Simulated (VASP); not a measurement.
## Ta4C3: single point with r2SCAN

The system is Ta4C3.

```
Ta C
1.0
     4.42479    0.00000    0.00000
     0.00000    4.42479    0.00000
     0.00000    0.00000    4.42479
Ta C
4 3
Cartesian
  -0.0150 2.2124 2.2124
  2.2166 0.0000 2.2124
  2.2166 2.2124 0.0000
  0.0060 0.0000 0.0000
  2.2144 0.0000 0.0000
  0.0039 2.2124 0.0000
  0.0039 0.0000 2.2124
```

This cell differs from its parent crystal: atoms displaced along a vibrational mode.

* Program: VASP 6.6.1
* Task: single point
* Functional: r2SCAN
* Potentials or basis: VASP PAW PBE potentials, release 64 (Ta_pv, C)
* Cutoff: 520 eV
* k mesh: 10 × 10 × 10
* Occupations: gaussian, width 0.15 eV
* Spin: no spin polarisation
* Dipole correction: no
* Further INCAR settings: ALGO = Normal; EDIFF = 1e-06; NBANDS = 37

```json
{
 "Pressure": "1.1 GPa",
 "Largest force": "0.107 eV/Å",
 "Band gap on the k mesh": "zero (bands 28 and 29 overlap by 1.11 eV)"
}
```

Forces on the atoms (eV/Å):
```
Ta   0.107  0.000  0.000
Ta  -0.030  0.000  0.000
Ta  -0.030  0.000  0.000
Ta  -0.043  0.000  0.000
C   -0.001  0.000  0.000
C   -0.002  0.000  0.000
C   -0.002  0.000  0.000
```

Levels at points of the mesh, in eV from the Fermi level:
| k point | band 24 | band 25 | band 26 | band 27 | band 28 | band 29 | band 30 | band 31 | band 32 | band 33 |
| --- | --- | --- | --- | --- | --- | --- | --- | --- | --- | --- |
| (0.00, 0.00, 0.00) | -1.47 | -1.47 | -0.71 | -0.71 | -0.71 | -0.48 | -0.47 | -0.47 | 1.42 | 1.42 |
| (0.50, 0.00, 0.00) | -2.89 | -2.22 | -2.06 | -2.06 | 0.28 | 0.28 | 0.80 | 1.99 | 2.53 | 2.53 |
| (0.00, 0.50, 0.00) | -2.89 | -2.22 | -2.06 | -2.06 | 0.29 | 0.29 | 0.80 | 1.99 | 2.53 | 2.53 |
| (0.50, 0.50, 0.00) | -4.59 | -2.02 | -1.79 | -0.41 | -0.40 | 1.90 | 1.90 | 1.96 | 2.21 | 3.59 |
| (0.00, 0.50, 0.50) | -4.59 | -2.02 | -1.79 | -0.41 | -0.41 | 1.90 | 1.90 | 1.96 | 2.21 | 3.59 |
| (0.50, 0.50, 0.50) | -5.33 | -1.13 | -1.13 | -1.13 | -0.37 | 3.48 | 3.48 | 3.48 | 3.64 | 3.64 |

Run time: 34 min on 1 thread of Intel Xeon 8259CL, with other jobs on the host, peak memory 0.43 GiB.

Caveat: the cell differs from its parent crystal (atoms displaced along a vibrational mode); the PAW data sets were made with another functional, which shifts forces and pressure a little; spin-orbit coupling is left out, which moves the levels of the heavy elements.
